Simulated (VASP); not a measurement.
# CO2 (Pn-3m) in VASP: a series of runs, part 2 of 2

VASP 6.6.1. The steps go on from the part before.

**4. Relaxation of cell and atoms, PBE**

File INCAR:

```
SYSTEM = CO2
  PREC = Accurate
  ENCUT = 600
  EDIFF = 1E-6
  ISMEAR = 0
  SIGMA = 0.02
  LREAL = .False.
  LASPH = .True.
  NELM = 100
  ALGO = Normal
  ISIF = 3
  LWAVE = .False.
  LCHARG = .False.
  GGA = PE
  IBRION = 2
  NSW = 100
  EDIFFG = -0.01
```

File KPOINTS:

```
Automatic mesh
0
Gamma
  8 8 8
  0 0 0
```

File POSCAR:

```
CO2
1.0
    3.3101418257      0.0000000000      0.0000000000
    0.0000000000      3.3101418257      0.0000000000
    0.0000000000      0.0000000000      3.3101418257
C O
2 4
Direct
    0.0000000000      0.0000000000      0.0000000000
    0.5000000000      0.5000000000      0.5000000000
    0.2500000000      0.2500000000      0.2500000000
    0.2500000000      0.7500000000      0.7500000000
    0.7500000000      0.7500000000      0.2500000000
    0.7500000000      0.2500000000      0.7500000000
```

Potentials or basis: VASP PAW PBE potentials, release 64 (C, O).

Started as:

```console
$ cat potpaw_PBE.64/C/POTCAR potpaw_PBE.64/O/POTCAR > POTCAR
$ mpirun -np 1 vasp_std > vasp.out
```

OUTCAR:

```text
SYSTEM = CO2
   PREC = Accurate
   ENCUT = 600
   EDIFF = 1E-6
   ISMEAR = 0
   LREAL = .False.
   LASPH = .True.
   NELM = 100
   ISIF = 3
   GGA = PE
   IBRION = 2
   NSW = 100
   EDIFFG = -0.01

 ion  position               nearest neighbor table
   1  0.000  0.000  0.000-   3 1.43   4 1.43   5 1.43   6 1.43
   2  0.500  0.500  0.500-   3 1.43   4 1.43   5 1.43   6 1.43
   3  0.250  0.250  0.250-   1 1.43   2 1.43
   4  0.250  0.750  0.750-   1 1.43   2 1.43
   5  0.750  0.750  0.250-   1 1.43   2 1.43
   6  0.750  0.250  0.750-   1 1.43   2 1.43

  LATTYP: Found a simple cubic cell.
 ALAT       =     3.3101418257

  Lattice vectors:

 A1 = (   3.3101418257,   0.0000000000,   0.0000000000)
 A2 = (   0.0000000000,   3.3101418257,   0.0000000000)
 A3 = (   0.0000000000,   0.0000000000,   3.3101418257)

Analysis of symmetry for initial positions (statically):
=====================================================================
 Subroutine PRICEL returns:
 Original cell was already a primitive cell.

 Routine SETGRP: Setting up the symmetry group for a
 simple cubic supercell.

 Subroutine GETGRP returns: Found 48 space group operations
 (whereof 24 operations were pure point group operations)
 out of a pool of 48 trial point group operations.

The static configuration has the point symmetry T_d .
 The point group associated with its full space group is O_h .

Analysis of symmetry for dynamics (positions and initial velocities):
=====================================================================
 Subroutine PRICEL returns:
 Original cell was already a primitive cell.

 Routine SETGRP: Setting up the symmetry group for a
 simple cubic supercell.

 Subroutine GETGRP returns: Found 48 space group operations
[... 129 lines left out ...]
   IALGO  =     38    algorithm
   IMIX   =      4    mixing-type and parameters
     AMIX     =   0.40;   BMIX     =  1.00
     AMIX_MAG =   1.60;   BMIX_MAG =  1.00
  volume/ion in A,a.u.               =       6.04        40.79
  Fermi-wavevector in a.u.,A,eV,Ry     =   1.570164  2.967179 33.543988  2.465414
  Thomas-Fermi vector in A             =   2.671938
   LORBIT       =      0    0 simple, 1 ext, 2 COOP (PROOUT), +10 PAW based schemes
   GGA     = PE    functional components
   LHFCALC =     F    Hartree Fock is set to
   AEXX    =    0.0000 exact exchange contribution
   IVDW    =     0    specifies the selected vdW correction
   LEPSILON=     F    determine dielectric tensor
   LRPA    =     F    only Hartree local field effects (RPA)
 conjugate gradient relaxation of ions
 non-spin polarized calculation
 Gauss-broadening in eV      SIGMA  =   0.02
  energy-cutoff  :      600.00
  volume of cell :       36.27
 maximum number of plane-waves:      1231
 NGX is ok and might be reduce to    28
   NGX = 13   NGY = 13   NGZ = 13

--------------------------------------- Ionic step        1  -------------------------------------------

 number of electron      32.0000033 magnetization

 Free energy of the ion-electron system (eV)
  ---------------------------------------------------
  ext. energy  EPLUGINS =         0.00000000
  ---------------------------------------------------
  free energy    TOTEN  =       -35.27905144 eV

  energy without entropy =      -35.27905144  energy(sigma->0) =      -35.27905144

------------------------ aborting loop because EDIFF is reached ----------------------------------------

  FORCE on cell =-STRESS in cart. coord.  units (eV):
  Direction    XX          YY          ZZ          XY          YZ          ZX
  --------------------------------------------------------------------------------------
  -------------------------------------------------------------------------------------
  Total        0.0805769      0.0805769      0.0805769     -0.0000000     -0.0000000     -0.0000000
  in kB        3.5594371      3.5594371      3.5594371     -0.0000000     -0.0000000     -0.0000000
  external PRESSURE =       3.5594371 kB  Pullay stress =       0.0000000 kB
[... 67 lines left out ...]
--------------------------------------- Ionic step        3  -------------------------------------------

 number of electron      32.0000033 magnetization

 Free energy of the ion-electron system (eV)
  ---------------------------------------------------
  ext. energy  EPLUGINS =         0.00000000
  ---------------------------------------------------
  free energy    TOTEN  =       -35.27909430 eV

  energy without entropy =      -35.27909430  energy(sigma->0) =      -35.27909430

 E-fermi :   6.9685     XC(G=0): -13.0571

 val. band max:        6.8869258020   @ k =   0.5000   0.5000   0.5000
 cond. band min:       8.0786416699   @ k =   0.0000   0.0000   0.0000
 fundamental gap:      1.1917158679
 Fermi energy:         6.9685170232

 k-point     1 :       0.0000    0.0000    0.0000
  band No.  band energies     occupation
      1     -18.4667      2.00000
      2     -12.4219      2.00000
      3     -12.4219      2.00000
      4     -12.4219      2.00000
      5     -10.1151      2.00000
      6      -3.1871      2.00000
[... 541 lines left out ...]
     19      13.3769      0.00000
     20      13.4463      0.00000

 [... further k-points ...]
[... 5 lines left out ...]
  --------------------------------------------------------------------------------------
  -------------------------------------------------------------------------------------
  Total        0.0007120      0.0007120      0.0007120      0.0000000     -0.0000000     -0.0000000
  in kB        0.0314194      0.0314194      0.0314194      0.0000000     -0.0000000     -0.0000000
  external PRESSURE =       0.0314194 kB  Pullay stress =       0.0000000 kB
[... 21 lines left out ...]
  FREE ENERGIE OF THE ION-ELECTRON SYSTEM (eV)
  ---------------------------------------------------
  free  energy   TOTEN  =       -35.2790943036 eV

  energy  without entropy=      -35.2790943036  energy(sigma->0) =      -35.27909430

 reached required accuracy - stopping structural energy minimisation
```

OSZICAR:

```text
N       E                     dE             d eps       ncg     rms          rms(c)
DAV:   1     0.184840217800E+03    0.18484E+03   -0.21529E+04  1400   0.184E+03
DAV:   2    -0.314133868999E+02   -0.21625E+03   -0.20865E+03  1916   0.361E+02
DAV:   3    -0.394444158529E+02   -0.80310E+01   -0.79597E+01  1672   0.710E+01
DAV:   4    -0.395354822483E+02   -0.91066E-01   -0.90849E-01  1540   0.831E+00
[... 17 lines left out ...]
DAV:   1    -0.352791936513E+02   -0.12956E-03   -0.29536E-03  1424   0.506E-01    0.763E-02
DAV:   2    -0.352791041341E+02    0.89517E-04   -0.26823E-04  1460   0.136E-01    0.227E-02
DAV:   3    -0.352790957658E+02    0.83682E-05   -0.21257E-05  1432   0.343E-02    0.824E-03
DAV:   4    -0.352790942541E+02    0.15118E-05   -0.30534E-06  1164   0.132E-02    0.177E-03
DAV:   5    -0.352790943036E+02   -0.49569E-07   -0.24046E-07   700   0.421E-03
   3 F= -.35279094E+02 E0= -.35279094E+02  d E =-.428611E-04
```

Wall time 33 s (1 thread of Intel Xeon Platinum 8375C at 2.90GHz (Ice Lake), shared host); peak memory 0.16 GiB.

What came out:

* Free energy: -35.2791 eV
* Relaxed volume: 6.05 Å³/atom
* Relaxed cell: a = 3.311 Å, b = 3.311 Å, c = 3.311 Å, α = 90.00°, β = 90.00°, γ = 90.00°
* Space group after relaxing (to 0.05 Å): Pn-3m (No. 224)
* Energy gained by relaxing: 0.0 meV/atom
* Ionic steps: 3
* Pressure after relaxing: 0.0 GPa
* Band gap on the k mesh: 1.19 eV, indirect (least direct gap 1.41 eV)

Final structure:
```yaml
crystal:
  lattice:
    - [3.31128, 0.00000, 0.00000]
    - [0.00000, 3.31128, 0.00000]
    - [0.00000, 0.00000, 3.31128]
  atoms:
    - { symbol: C, position: [0.00000, 0.00000, 0.00000] }
    - { symbol: C, position: [0.50000, 0.50000, 0.50000] }
    - { symbol: O, position: [0.25000, 0.25000, 0.25000] }
    - { symbol: O, position: [0.25000, 0.75000, 0.75000] }
    - { symbol: O, position: [0.75000, 0.75000, 0.25000] }
    - { symbol: O, position: [0.75000, 0.25000, 0.75000] }
```

Levels at points of the mesh, in eV from the valence-band top:
| k point | band 13 | band 14 | band 15 | band 16 | band 17 | band 18 | band 19 | band 20 |
| --- | --- | --- | --- | --- | --- | --- | --- | --- |
| (0.00, 0.00, 0.00) | -1.69 | -0.22 | -0.22 | -0.22 | 1.19 | 2.95 | 2.95 | 2.95 |
| (0.50, 0.00, 0.00) | -2.28 | -2.28 | -1.81 | -1.81 | 3.87 | 3.87 | 7.74 | 7.74 |
| (0.50, 0.50, 0.00) | -1.47 | -1.47 | -0.33 | -0.33 | 4.86 | 4.86 | 6.72 | 6.72 |
| (0.50, 0.50, 0.50) | -0.53 | 0.00 | 0.00 | 0.00 | 2.19 | 4.47 | 4.47 | 4.47 |

A k mesh can miss the band edges.

**5. Overview**

| task | spin | cell | k mesh | cutoff (eV) | smearing | gap on the mesh (eV) | pressure (GPa) |
| --- | --- | --- | --- | --- | --- | --- | --- |
| single point | off | a = 3.310 Å, 6 atoms | 8 × 8 × 8 | 520 | gaussian 0.02 eV | 1.20 | 1.0 |
| single point | collinear, ferromagnetic start | a = 3.310 Å, 6 atoms | 4 × 4 × 4 | 520 | gaussian 0.1 eV | 1.20 | 0.9 |
| relaxation of cell and atoms | off | relaxed from a = 3.310 Å, 6 atoms | 8 × 8 × 8 | 600 | gaussian 0.02 eV | 1.19 | 0.0 |

Alike in all rows: level PBE; potentials or basis VASP PAW PBE potentials, release 64 (C, O).

Caveats: some runs use coarse meshes.

Total energies depend on the potentials used, so only differences within one code and one set of settings carry meaning.
